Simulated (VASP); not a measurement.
Wanted: the native input for a VASP 6.6.1 run.

| Quantity | Value |
| --- | --- |
| Task | single point |
| Functional | PBEsol |
| Potentials or basis | VASP PAW PBE potentials, release 64 (In_d, Se) |
| Cutoff | 500 eV |
| k mesh | 1 × 1 × 2, shifted |
| Occupations | gaussian, width 0.01 eV |
| Spin | no spin polarisation |
| Dipole correction | no |
| Further INCAR settings | LREAL = Auto; ALGO = Normal; EDIFF = 1e-06; NBANDS = 195 |

The structure of InSe lies in POSCAR:

```
InSe
1.0
   -5.9605449800     10.3239667539      0.0000000009
  -11.9210899667      0.0000000019     -0.0000000009
   -1.9868483290      1.1471074167      8.1298164550
In Se
18 18
Direct
    0.2951912563      0.2951912563      0.3380340670
    0.3341091069      0.3341091069      0.9986499372
    0.2951912563      0.6285245896      0.3380340670
    0.3341091069      0.6674424402      0.9986499372
    0.2951912563      0.9618579230      0.3380340670
    0.3341091069      0.0007757736      0.9986499372
    0.6285245896      0.2951912563      0.3380340670
    0.6674424402      0.3341091069      0.9986499372
    0.6285245896      0.6285245896      0.3380340670
    0.6674424402      0.6674424402      0.9986499372
    0.6285245896      0.9618579230      0.3380340670
    0.6674424402      0.0007757736      0.9986499372
    0.9618579230      0.2951912563      0.3380340670
    0.0007757736      0.3341091069      0.9986499372
    0.9618579230      0.6285245896      0.3380340670
    0.0007757736      0.6674424402      0.9986499372
    0.9618579230      0.9618579230      0.3380340670
    0.0007757736      0.0007757736      0.9986499372
    0.1294922681      0.1294922681      0.8400341649
    0.0553080387      0.0553080387      0.4963758009
    0.1294922681      0.4628256015      0.8400341649
    0.0553080387      0.3886413720      0.4963758009
    0.1294922681      0.7961589348      0.8400341649
    0.0553080387      0.7219747053      0.4963758009
    0.4628256015      0.1294922681      0.8400341649
    0.3886413720      0.0553080387      0.4963758009
    0.4628256015      0.4628256015      0.8400341649
    0.3886413720      0.3886413720      0.4963758009
    0.4628256015      0.7961589348      0.8400341649
    0.3886413720      0.7219747053      0.4963758009
    0.7961589348      0.1294922681      0.8400341649
    0.7219747053      0.0553080387      0.4963758009
    0.7961589348      0.4628256015      0.8400341649
    0.7219747053      0.3886413720      0.4963758009
    0.7961589348      0.7961589348      0.8400341649
    0.7219747053      0.7219747053      0.4963758009
```

These files were run (other wordings do the same):

INCAR

```
PREC     = Accurate       # precision mode
ENCUT    = 500            # plane-wave cutoff, eV
EDIFF    = 1E-6           # SCF threshold, eV
ISMEAR   = 0              # smearing method
SIGMA    = 0.01           # smearing width, eV
LREAL    = Auto         
LASPH    = True           # aspherical terms in the spheres
NELM     = 120            # most SCF steps
ALGO     = Normal         # electronic algorithm
ISIF     = 2              # what is computed and relaxed
LWAVE    = False          # write WAVECAR
LCHARG   = False          # write CHGCAR
GGA      = PS             # functional
NBANDS   = 195            # bands
GGA_COMPAT= False
```

KPOINTS

```
Automatic mesh
0
Gamma
  1 1 2
  0.25 0.25 0.25
```

Potentials or basis: VASP PAW PBE potentials, release 64 (In_d, Se).

Run with:

```sh
$ cat potpaw_PBE.64/In_d/POTCAR potpaw_PBE.64/Se/POTCAR > POTCAR
$ mpirun -np 1 vasp_std > vasp.out
```

Results of the run:

The pressure is 1.5 GPa, the largest force is 0.030 eV/Å and the band gap on the k mesh is 1.05 eV.

Caveat: the PAW data sets were made with another functional, which shifts forces and pressure a little; spin-orbit coupling is left out, which moves the levels of the heavy elements; a shifted mesh leaves out Γ, where band edges can lie.

Run time: 17 min on 1 thread of Intel Xeon 8259CL, with other jobs on the host, peak memory 1 GiB.
